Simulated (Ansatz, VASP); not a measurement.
One calculation of Cu3H, two programs

```
Cu H
1.0
     0.00000    2.78610    2.78610
     2.78610    0.00000    2.78610
     2.78610    2.78610    0.00000
Cu H
3 1
Cartesian
  0.0000 0.0000 0.0000
  1.3930 1.3930 1.3930
  4.1791 4.1791 4.1791
  2.7861 2.7861 2.7861
```

Change from the starting cell: species swapped into the Sn3Bi type (Fm-3m, No. 225).

Alike in both runs: functional PBE; k mesh 14 × 14 × 14; occupations gaussian, width 0.1 eV; no spin polarisation.

Ansatz relaxed the structure, and its values are those at the end. VASP's run is a single point on that final structure, the one shown.

|  | VASP | Ansatz |
| --- | --- | --- |
| version | VASP 6.6.1 | Ansatz 0.2.0 |
| potentials or method | VASP PAW PBE potentials, release 64 (Cu, H), cutoff 520 eV | scalar-relativistic, plane waves, PAW |
| valence electrons in the cell | 34 | 58 |

Ansatz gave:

```
gap on the k mesh at the Fermi level (eV) : none
pressure (GPa)                            : 0.0
```

**Question.** What did VASP give for the same quantities?

**Answer.** gap on the k mesh at the Fermi level (eV): none; pressure (GPa): 0.5.

A gap of «none» marks a metal or a gap that the smearing closes. VASP's potentials hold 34 valence electrons a cell and Ansatz's 58, so a difference there can come from the potentials and not from the codes.
